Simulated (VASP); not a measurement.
AlN:

```
Al N
1.0
     3.13023    0.00000    0.00000
    -1.56511    2.71086    0.00000
     0.00000    0.00000    5.01811
Al N
2 2
Direct
  0.33333 0.66667 0.00023
  0.66667 0.33333 0.50023
  0.33333 0.66667 0.38177
  0.66667 0.33333 0.88177
```

```yaml
Program: VASP 6.6.1
Task: relaxation of cell and atoms
Functional: PBE
Dispersion: D3(BJ)
Potentials_or_basis: VASP PAW PBE potentials, release 64 (Al, N)
Cutoff: 600 eV
k_mesh: 9 × 9 × 6
Occupations: gaussian, width 0.02 eV
Spin: no spin polarisation
```

At the start: pressure -4.5 GPa; volume 10.65 Å³/atom.

Question: How do energy, volume and symmetry change on relaxing?

Answer: Over 8 steps the energy falls by 3.5 meV/atom and the volume is 10.40 Å³/atom (-2.3 %); space group P6_3mc (No. 186, to 0.05 Å).

Step by step:
| step | energy change (eV) | largest force (eV/Å) | pressure (GPa) | volume (Å³) |
| --- | --- | --- | --- | --- |
| 1 | 0.0000 | 0.0016 | -4.47 | 42.58 |
| 2 | -0.0032 | 0.0133 | 4.24 | 40.78 |
| 3 | -0.0140 | 0.0065 | 0.00 | 41.61 |
| 4 | -0.0140 | 0.0063 | -0.10 | 41.63 |
| 5 | -0.0140 | 0.0088 | -0.09 | 41.62 |
| 6 | -0.0140 | 0.0100 | -0.09 | 41.62 |
| 7 | -0.0140 | 0.0046 | 0.07 | 41.59 |
| 8 | -0.0140 | 0.0010 | 0.01 | 41.60 |

Final structure:
```xyz
4
Lattice="3.1070 0.0000 0.0000 -1.5535 2.6908 0.0000 0.0000 0.0000 4.9758" Properties=species:S:1:pos:R:3 pbc="T T T"
Al    0.0000    1.7938    0.0004
Al    1.5535    0.8969    2.4883
N     0.0000    1.7938    1.9004
N     1.5535    0.8969    4.3883
```
